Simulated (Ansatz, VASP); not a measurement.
CsCl in VASP and in Ansatz

Contents of INCAR:

```
PREC = Accurate
ENCUT = 500
EDIFF = 1E-6
ISMEAR = 0
SIGMA = 0.01
LREAL = False
LASPH = True
NELM = 200
ALGO = Normal
ISIF = 2
LWAVE = False
LCHARG = False
MAGMOM = 0 0 0 0 0 0
LORBIT = 11
LSORBIT = True
GGA_COMPAT = False
LORBMOM = True
NBANDS = 28
```

The input KPOINTS:

```
regular mesh
0
Gamma
  6 6 6
```

POSCAR

```
CsCl
1.0
    3.9692272329      0.0000000000      0.0000000000
    0.0000000000      3.9692272329      0.0000000000
    0.0000000000      0.0000000000      3.9493810967
Cs Cl
1 1
Direct
    0.0000000000      0.0000000000      0.0000000000
    0.5000000000      0.5000000000      0.5000000000
```

Input for Ansatz:

```yaml
crystal:
  lattice:
    - [3.96922723286, 0.0, 0.0]
    - [0.0, 3.96922723286, 0.0]
    - [0.0, 0.0, 3.94938109669]
  atoms:
    - { symbol: Cs, position: [0.0, 0.0, 0.0] }
    - { symbol: Cl, position: [0.5, 0.5, 0.5] }
kpoints:
  mp_grid: { grid: [6, 6, 6] }
scf:
  occupations: { method: fixed }
  convergence: { dr2_threshold: 1.0e-10 }
hamiltonian:
  xc: lda
  pseudopotentials: { kind: all_electron, lapw: { basis_error: 0.0005 } }
magnetization:
  noncollinear: true
  spin_orbit: true
output:
  forces: true
  stress: true
  eigenstates:
    kpoints:
      - [0.0, 0.0, 0.0]
      - [0.0, 0.5, 0.5]
      - [0.5, 0.0, 0.5]
      - [0.5, 0.5, 0.0]
      - [-0.5, -0.5, -0.5]
      - [0.0, -0.5, 0.0]
      - [0.0, 0.0, -0.5]
      - [-0.5, 0.0, 0.0]
  eigenvalues: true
```

Change from the starting cell: z stretched by -0.5 %, x and y held.

Alike in both runs: task single point; functional LDA; k mesh 6 × 6 × 6; non-collinear spin, spin-orbit coupling.

|  | VASP | Ansatz |
| --- | --- | --- |
| version | VASP 6.6.1 | Ansatz 0.2.0 |
| potentials or method | VASP PAW LDA potentials, release 64 (Cs_sv, Cl), cutoff 500 eV | all-electron LAPW |
| occupations | gaussian, width 0.01 eV | fixed |

VASP gave:

- pressure (GPa): 0.2
- traceless stress, the component that is largest in VASP (GPa): 0.10

**Question.** Which values does Ansatz return?

**Answer.** Pressure (GPa): 0.1; traceless stress, the component that is largest in VASP (GPa): 0.10.

LDA's correlation is that of Perdew and Zunger in VASP and of Perdew and Wang (1992) in Ansatz. Ansatz ran all-electron here, and VASP with PAW potentials.
